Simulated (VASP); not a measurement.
**Ta: single point with PBEsol**

Ta:

```
CELL_PARAMETERS angstrom
-1.82065 1.64023 1.64023
1.82065 -1.64023 1.64023
1.82065 1.64023 -1.64023
ATOMIC_POSITIONS crystal
Ta 0.00000 0.00000 0.00000
```

This cell differs from its parent crystal: normal strain along x +0.1100, normal strain along z +0.0000.

```json
{"Program": "VASP 6.6.1", "Task": "single point", "Functional": "PBEsol", "Potentials or basis": "VASP PAW PBE potentials, release 64 (Ta_pv)", "Cutoff": "520 eV", "k mesh": "20 × 20 × 20", "Occupations": "gaussian, width 0.15 eV", "Spin": "no spin polarisation", "Dipole correction": "no", "Further INCAR settings": "ALGO = Fast; EDIFF = 1e-07; NBANDS = 12"}
```

| Quantity | Value |
| --- | --- |
| Pressure | -16.8 GPa |

Stress tensor (GPa, compression positive):
```
-22.01   0.00   0.00
  0.00 -14.26   0.00
  0.00   0.00 -14.26
```

Levels at points of the mesh, in eV from the Fermi level:
| k point | band 3 | band 4 | band 5 | band 6 | band 7 | band 8 |
| --- | --- | --- | --- | --- | --- | --- |
| (0.00, 0.00, 0.00) | -33.40 | -7.64 | 0.40 | 0.40 | 1.49 | 2.80 |
| (0.50, 0.00, 0.00) | -33.47 | -4.01 | -2.08 | 1.70 | 4.48 | 4.96 |
| (0.00, 0.50, 0.00) | -33.41 | -4.11 | -0.91 | 1.04 | 2.57 | 4.63 |
| (0.50, 0.50, 0.50) | -33.96 | -3.54 | -3.23 | 5.90 | 6.22 | 6.27 |

Run time: 48 s on 1 thread of Intel(R) Xeon(R) 6975P-C (Granite Rapids), on a shared host, peak memory 0.26 GiB.

Caveat: the cell differs from its parent crystal (normal strain along x +0.1100, normal strain along z +0.0000); the PAW data sets were made with another functional, which shifts forces and pressure a little; spin-orbit coupling is left out, which moves the levels of the heavy elements.
